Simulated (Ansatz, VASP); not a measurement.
## One calculation of TaMo2C3, two programs

The input INCAR:

```
SYSTEM = TaMo2C3
ALGO     = Normal         ! electronic algorithm
EDIFF    = 1E-6           ! SCF threshold, eV
ENCUT    = 520            ! plane-wave cutoff, eV
GGA      = PE             ! functional
ISIF     = 2              ! what is computed and relaxed
ISMEAR   = 0              ! smearing method
LASPH    = .True.         ! aspherical terms in the spheres
LCHARG   = .False.        ! write CHGCAR
LREAL    = .False.        ! projectors in reciprocal space
LWAVE    = .False.        ! write WAVECAR
NBANDS   = 34             ! bands
NELM     = 80             ! most SCF steps
PREC     = Accurate       ! precision mode
SIGMA    = 0.1            ! smearing width, eV
```

The input KPOINTS:

```
k-points
0
Gamma
  6 6 2
  0 0 0
```

The input POSCAR:

```
TaMo2C3
1.0
    3.1166360200      0.0000000000      0.0000000000
   -1.5583180100      2.6990859700      0.0000000000
    0.0000000000      0.0000000000      7.6863160100
Ta Mo C
1 2 3
Direct
    0.0000000000      0.0000000000      0.0000000000
    0.3333333300      0.6666666700      0.6692299800
    0.6666666700      0.3333333300      0.3307700200
    0.0000000000      0.0000000000      0.5000000000
    0.3333333300      0.6666666700      0.1679210100
    0.6666666700      0.3333333300      0.8320789900
```

Input for Ansatz:

```yaml
crystal:
  lattice:
    - [3.11663602, 0.0, 0.0]
    - [-1.55831801, 2.69908597, 0.0]
    - [0.0, 0.0, 7.68631601]
  atoms:
    - { symbol: Ta, position: [0.0, 0.0, 0.0] }
    - { symbol: Mo, position: [0.33333333, 0.66666667, 0.66922998] }
    - { symbol: Mo, position: [0.66666667, 0.33333333, 0.33077002] }
    - { symbol: C, position: [0.0, 0.0, 0.5] }
    - { symbol: C, position: [0.33333333, 0.66666667, 0.16792101] }
    - { symbol: C, position: [0.66666667, 0.33333333, 0.83207899] }
basis:
  ecutwfc: 420
kpoints:
  mp_grid: { grid: [6, 6, 2] }
hamiltonian:
  xc: pbe
scf:
  occupations: { method: gaussian, width: 0.1 }
  lower_state_search: "off"
output:
  forces: true
  stress: true
  eigenvalues: true
```

Alike in both runs: task single point; functional PBE; k mesh 6 × 6 × 2; occupations gaussian, width 0.1 eV; no spin polarisation.

|  | VASP | Ansatz |
| --- | --- | --- |
| version | VASP 6.6.1 | Ansatz 0.2.0 |
| potentials or method | VASP PAW PBE potentials, release 64 (Ta_pv, Mo_sv, C), cutoff 520 eV | scalar-relativistic, plane waves, PAW |
| valence electrons in the cell | 51 | 53 |

|  | VASP | Ansatz | Ansatz less VASP |
| --- | --- | --- | --- |
| gap on the k mesh at the Fermi level (eV) | none | none | - |
| pressure (GPa) | -2.0 | -2.5 | -0.56 |
| traceless stress, the component that is largest in VASP (GPa) | 0.35 | 0.35 | +0.004 |
| rms of the force components (eV/Å) | 0.035 | 0.033 | -0.0018 |

Atom by atom the forces differ by 0.008 eV/Å (rms over components). A gap of «none» marks a metal or a gap that the smearing closes. VASP's potentials hold 51 valence electrons a cell and Ansatz's 53, so a difference there can come from the potentials and not from the codes.

The k mesh is coarse, so the values compare programs but aren't converged. Spin-orbit coupling is off throughout.
